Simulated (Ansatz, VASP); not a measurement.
**Two plane-wave programs on BaHfO3**

Contents of POSCAR:

```
BaHfO3
1.0
    4.1698367400      0.0000000000      0.0000000000
    0.0000000000      4.1698367400      0.0000000000
    0.0000000000      0.0000000000      4.1698367400
Ba Hf O
1 1 3
Direct
    0.5000000000      0.5000000000      0.5000000000
    0.0000000000      0.0000000000      0.0000000000
    0.0000000000      0.5000000000      0.0000000000
    0.5000000000      0.0000000000      0.0000000000
    0.0000000000      0.0000000000      0.5000000000
```

Contents of INCAR.step1:

```
SYSTEM = BaHfO3
PREC = Accurate ; ENCUT = 520
ISMEAR = 0 ; SIGMA = 0.1
LREAL = .FALSE. ; LASPH = .TRUE.
NELM = 60 ; NBANDS = 27
GGA = PE ; ALGO = Normal
EDIFF = 1E-4 ; LWAVE = .TRUE.
LCHARG = .FALSE.
```

Contents of INCAR.step2:

```
SYSTEM = BaHfO3
PREC = Accurate ; ENCUT = 520
EDIFF = 1E-6 ; ISMEAR = 0
SIGMA = 0.1 ; LREAL = .FALSE.
LASPH = .TRUE. ; NELM = 60
ALGO = Normal ; ISIF = 2
LWAVE = .FALSE. ; LCHARG = .FALSE.
METAGGA = R2SCAN ; LMIXTAU = .TRUE.
NBANDS = 27 ; ISTART = 1
```

The input KPOINTS:

```
regular mesh
0
G
  4 4 4
  0 0 0
```

Input for Ansatz:

```yaml
crystal:
  lattice:
    - [4.16983674, 0.0, 0.0]
    - [0.0, 4.16983674, 0.0]
    - [0.0, 0.0, 4.16983674]
  atoms:
    - { symbol: Ba, position: [0.5, 0.5, 0.5] }
    - { symbol: Hf, position: [0.0, 0.0, 0.0] }
    - { symbol: O, position: [0.0, 0.5, 0.0] }
    - { symbol: O, position: [0.5, 0.0, 0.0] }
    - { symbol: O, position: [0.0, 0.0, 0.5] }
basis:
  ecutwfc: 500
kpoints:
  mp_grid: { grid: [4, 4, 4] }
hamiltonian:
  xc: r2scan
  pseudopotentials: { kind: paw, azcp: { folder: soft_1 } }
scf:
  occupations: { method: gaussian, width: 0.1 }
output:
  forces: true
  stress: true
  eigenvalues: true
```

Alike in both runs: task single point; functional r2SCAN; k mesh 4 × 4 × 4; occupations gaussian, width 0.1 eV; no spin polarisation.

|  | VASP | Ansatz |
| --- | --- | --- |
| version | VASP 6.6.1 | Ansatz 0.2.0 |
| potentials or method | VASP PAW PBE potentials, release 64 (Ba_sv, Hf_pv, O), cutoff 520 eV | scalar-relativistic, plane waves, PAW |
| valence electrons in the cell | 38 | 54 |

|  | VASP | Ansatz | Ansatz less VASP |
| --- | --- | --- | --- |
| gap on the k mesh at the Fermi level (eV) | 4.12 | 4.20 | +0.088 |
| least direct gap on the mesh (eV) | 4.35 | 4.32 | -0.033 |
| pressure (GPa) | 0.2 | 1.0 | +0.76 |

VASP's potentials were made for PBE, not for r2SCAN. VASP's potentials hold 38 valence electrons a cell and Ansatz's 54, so a difference there can come from the potentials and not from the codes.

Spin-orbit coupling is off throughout.
